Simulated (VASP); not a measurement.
# C in VASP: a series of runs, part 2 of 2

VASP 6.6.1.

## 3. Single point, r2SCAN

This run uses another cell than the first one: it holds 12 atoms, not 2.

Input file POSCAR:

```
C
1.0
    2.4558674716      0.0000000000      0.0000000000
   -1.2279337358      2.1268436187      0.0000000000
    0.0000000000      0.0000000000     29.6701582827
C
12
Direct
    0.6666666667      0.3333333333      0.9968722098
    0.6666666667      0.3333333333      0.4968761647
    0.6666666667      0.3333333333      0.7344514476
    0.6666666667      0.3333333333      0.2344554283
    0.0000000000      0.0000000000      0.6156723529
    0.3333333333      0.6666666667      0.2344514476
    0.0000000000      0.0000000000      0.1156723529
    0.6666666667      0.3333333333      0.6156723866
    0.3333333333      0.6666666667      0.7344554283
    0.3333333333      0.6666666667      0.1156723866
    0.3333333333      0.6666666667      0.4968722098
    0.3333333333      0.6666666667      0.9968761647
```

Input file INCAR.step1:

```
PREC = Accurate
ENCUT = 520
ISMEAR = 0
SIGMA = 0.1
LREAL = F
LASPH = T
NELM = 60
NBANDS = 36
GGA = PE
ALGO = Normal
EDIFF = 1E-4
LWAVE = T
LCHARG = F
```

Input file INCAR.step2:

```
PREC = Accurate
ENCUT = 520
EDIFF = 1E-6
ISMEAR = 0
SIGMA = 0.1
LREAL = F
LASPH = T
NELM = 60
ALGO = Normal
ISIF = 2
LWAVE = F
LCHARG = F
METAGGA = R2SCAN
LMIXTAU = T
NBANDS = 36
ISTART = 1
```

Input file KPOINTS:

```
Automatic mesh
0
Gamma
  18 18 2
```

Potentials or basis: VASP PAW PBE potentials, release 64 (C).

On the command line:

```bash
> cat potpaw_PBE.64/C/POTCAR > POTCAR
> cp INCAR.step1 INCAR
> mpirun -np 1 vasp_std > vasp.out
> cp INCAR.step2 INCAR
> mpirun -np 1 vasp_std > vasp.out
```

OUTCAR:

```text
PREC = Accurate
   ENCUT = 520
   EDIFF = 1E-6
   ISMEAR = 0
   LREAL = F
   LASPH = T
   NELM = 60
   ISIF = 2
   METAGGA = R2SCAN
   ISTART = 1

 ion  position               nearest neighbor table
   1  0.667  0.333  0.997-  12 1.42  12 1.42  12 1.42
   2  0.667  0.333  0.497-  11 1.42  11 1.42  11 1.42
   3  0.667  0.333  0.734-   9 1.42   9 1.42   9 1.42
   4  0.667  0.333  0.234-   6 1.42   6 1.42   6 1.42
   5  0.000  0.000  0.616-   8 1.42   8 1.42   8 1.42
   6  0.333  0.667  0.234-   4 1.42   4 1.42   4 1.42
   7  0.000  0.000  0.116-  10 1.42  10 1.42  10 1.42
   8  0.667  0.333  0.616-   5 1.42   5 1.42   5 1.42
   9  0.333  0.667  0.734-   3 1.42   3 1.42   3 1.42
  10  0.333  0.667  0.116-   7 1.42   7 1.42   7 1.42
  11  0.333  0.667  0.497-   2 1.42   2 1.42   2 1.42
  12  0.333  0.667  0.997-   1 1.42   1 1.42   1 1.42

  LATTYP: Found a hexagonal cell.
 ALAT       =     2.4558674716
 C/A-ratio  =    12.0813352617

  Lattice vectors:

 A1 = (   2.4558674716,   0.0000000000,   0.0000000000)
 A2 = (  -1.2279337358,   2.1268436187,   0.0000000000)
 A3 = (   0.0000000000,   0.0000000000,  29.6701582827)

Analysis of symmetry for initial positions (statically):
=====================================================================
 Subroutine PRICEL returns:
 Original cell was already a primitive cell.

 Routine SETGRP: Setting up the symmetry group for a
 hexagonal supercell.

 Subroutine GETGRP returns: Found 12 space group operations
 (whereof  6 operations were pure point group operations)
 out of a pool of 24 trial point group operations.

The static configuration has the point symmetry C_3v.
 The point group associated with its full space group is C_6v.

Analysis of symmetry for dynamics (positions and initial velocities):
=====================================================================
 Subroutine PRICEL returns:
 Original cell was already a primitive cell.

 Routine SETGRP: Setting up the symmetry group for a
 hexagonal supercell.

 Subroutine GETGRP returns: Found 12 space group operations
 (whereof  6 operations were pure point group operations)
 out of a pool of 24 trial point group operations.

The dynamic configuration has the point symmetry C_3v.
 The point group associated with its full space group is C_6v.

 Subroutine INISYM returns: Found 12 space group operations
 (whereof  6 operations are pure point group operations),
 and found     1 'primitive' translations

----------------------------------------------------------------------------------------

                                     Primitive cell

  volume of cell :     154.9745

  direct lattice vectors                    reciprocal lattice vectors
     2.455867472  0.000000000  0.000000000     0.407188096  0.235090157  0.000000000
    -1.227933736  2.126843619  0.000000000     0.000000000  0.470180314  0.000000000
     0.000000000  0.000000000 29.670158283     0.000000000  0.000000000  0.033703898

  length of vectors
[... 64 lines left out ...]
  0.277778  0.000000  0.000000      6.000000
[... 16 lines left out ...]
  0.333333  0.111111  0.000000     12.000000
  0.388889  0.111111  0.000000     12.000000
 [... further k-points ...]
   k-points           NKPTS =     74   k-points in BZ     NKDIM =     74   number of bands    NBANDS=     36
   number of dos      NEDOS =    301   number of ions     NIONS =     12
   total plane-waves  NPLWV =  72576
   dimension x,y,z NGX =    18 NGY =   18 NGZ =  224
   dimension x,y,z NGXF=    36 NGYF=   36 NGZF=  448
   ions per type =              12
   NGX,Y,Z   is equivalent  to a cutoff of  12.18, 12.18, 12.55 a.u.
   NGXF,Y,Z  is equivalent  to a cutoff of  24.37, 24.37, 25.10 a.u.
 SYSTEM =  unknown system
   PREC   = accura    normal or accurate (medium, high low for compatibility)
   ISTART =      1    job   : 0-new  1-cont  2-samecut
   ICHARG =      0    charge: 1-file 2-atom 10-const
   ISPIN  =      1    spin polarized calculation?
   LNONCOLLINEAR =      F non collinear calculations
   LSORBIT =      F    spin-orbit coupling
   LASPH  =      T    aspherical Exc in radial PAW
   ENCUT  =  520.0 eV  38.22 Ry    6.18 a.u.   4.57  4.57 55.17*2*pi/ulx,y,z
   NELM   =     60;   NELMIN=  2; NELMDL=  0     # of ELM steps
   EDIFF  = 0.1E-05   stopping-criterion for ELM
   LREAL  =      F    real-space projection
   EDIFFG = 0.1E-04   stopping-criterion for IOM
   NSW    =      0    number of steps for IOM
   IBRION =     -1    ionic relax: 0-MD 1-quasi-New 2-CG
   NFREE  =      0    steps in history (QN), initial steepest desc. (CG)
   ISIF   =      2    stress and relaxation
   ISYM   =      2    0-nonsym 1-usesym 2-fastsym
   POTIM  = 0.5000    time-step for ionic-motion
   TEBEG  =    0.0;   TEEND  =   0.0 temperature during run
   PSTRESS=    0.0 pullay stress
   NELECT =      48.0000    total number of electrons
   NUPDOWN=      -1.0000    fix difference up-down
   EMIN   =  10.00;   EMAX   =-10.00  energy-range for DOS
   EFERMI =   0.00;   METHOD = LEGACY
   ISMEAR =     0;   SIGMA  =   0.10  broadening in eV -4-tet -1-fermi 0-gaus
   EFERMI_NEDOS =   21; number of points for ismear=-14 and -15
   IALGO  =     38    algorithm
   IMIX   =      4    mixing-type and parameters
     AMIX     =   0.40;   BMIX     =  1.00
     AMIX_MAG =   1.60;   BMIX_MAG =  1.00
  volume/ion in A,a.u.               =      12.91        87.15
  Fermi-wavevector in a.u.,A,eV,Ry     =   1.107648  2.093151 16.692773  1.226884
  Thomas-Fermi vector in A             =   2.244165
   LORBIT       =      0    0 simple, 1 ext, 2 COOP (PROOUT), +10 PAW based schemes
   METAGGA = R2SCAN    functional components
   LHFCALC =     F    Hartree Fock is set to
   AEXX    =    0.0000 exact exchange contribution
   IVDW    =     0    specifies the selected vdW correction
   LEPSILON=     F    determine dielectric tensor
   LRPA    =     F    only Hartree local field effects (RPA)
 non-spin polarized calculation
 Gauss-broadening in eV      SIGMA  =   0.10
  energy-cutoff  :      520.00
  volume of cell :      154.97
 maximum number of plane-waves:      4240
   NGX =  9   NGY =  9   NGZ =111

 number of electron      47.9999986 magnetization

 Free energy of the ion-electron system (eV)
  ---------------------------------------------------
  ext. energy  EPLUGINS =         0.00000000
  ---------------------------------------------------
  free energy    TOTEN  =      -119.18700766 eV

  energy without entropy =     -119.18422964  energy(sigma->0) =     -119.18561865

 E-fermi :   1.8197     XC(G=0):  -8.0322

 val. band max:        1.8162256333   @ k =   0.3333   0.3333   0.0000
 cond. band min:       1.8239086546   @ k =   0.3333   0.3333   0.5000
 fundamental gap:      0.0076830213
 Fermi energy:         1.8197316774

 k-point     1 :       0.0000    0.0000    0.0000
  band No.  band energies     occupation
      1     -19.0986      2.00000
      2     -19.0986      2.00000
      3     -19.0335      2.00000
      4     -19.0335      2.00000
      5     -18.9569      2.00000
      6     -18.9569      2.00000
[... 925 lines left out ...]
     35      11.0654      0.00000
     36      11.0662      0.00000

 [... further k-points ...]

------------------------ aborting loop because EDIFF is reached ----------------------------------------

  FORCE on cell =-STRESS in cart. coord.  units (eV):
  Direction    XX          YY          ZZ          XY          YZ          ZX
  --------------------------------------------------------------------------------------
  -------------------------------------------------------------------------------------
  Total        0.7008448      0.7008448     -0.0834221     -0.0000000     -0.0000000      0.0000000
  in kB        7.2455626      7.2455626     -0.8624453     -0.0000000     -0.0000000      0.0000000
  external PRESSURE =       4.5428933 kB  Pullay stress =       0.0000000 kB

 VOLUME and BASIS-vectors are now :
 -----------------------------------------------------------------------------
  energy-cutoff  :      520.00
  volume of cell :      154.97
      direct lattice vectors                 reciprocal lattice vectors
     2.455867472  0.000000000  0.000000000     0.407188096  0.235090157  0.000000000
    -1.227933736  2.126843619  0.000000000     0.000000000  0.470180314  0.000000000
     0.000000000  0.000000000 29.670158283     0.000000000  0.000000000  0.033703898

 POSITION                                       TOTAL-FORCE (eV/Angst)
 -----------------------------------------------------------------------------------
      1.22793      0.70895     29.57736        -0.000000      0.000000      0.000562
      1.22793      0.70895     14.74239        -0.000000      0.000000     -0.000012
      1.22793      0.70895     21.79129        -0.000000      0.000000     -0.000047
      1.22793      0.70895      6.95633         0.000000     -0.000000      0.000060
      0.00000      0.00000     18.26710        -0.000000      0.000000      0.000131
     -0.00000      1.41790      6.95621         0.000000      0.000000     -0.000047
      0.00000      0.00000      3.43202         0.000000     -0.000000      0.000131
      1.22793      0.70895     18.26710        -0.000000     -0.000000     -0.000694
     -0.00000      1.41790     21.79141         0.000000      0.000000      0.000060
     -0.00000      1.41790      3.43202        -0.000000      0.000000     -0.000694
     -0.00000      1.41790     14.74228         0.000000     -0.000000      0.000562
     -0.00000      1.41790     29.57747        -0.000000      0.000000     -0.000012
 -----------------------------------------------------------------------------------
    total drift:                                0.000000      0.000000     -0.005458

  FREE ENERGIE OF THE ION-ELECTRON SYSTEM (eV)
  ---------------------------------------------------
  free  energy   TOTEN  =      -119.1870076637 eV

  energy  without entropy=     -119.1842296389  energy(sigma->0) =     -119.18561865
```

Run time: 29 min. Hardware: 1 thread of Intel Xeon 6975P-C, shared host; peak memory 0.45 GiB.

Results:

```
Free energy : -119.1870 eV
Pressure    : 0.5 GPa
```

Caveat: the PAW data sets were made with another functional, which shifts forces and pressure a little.
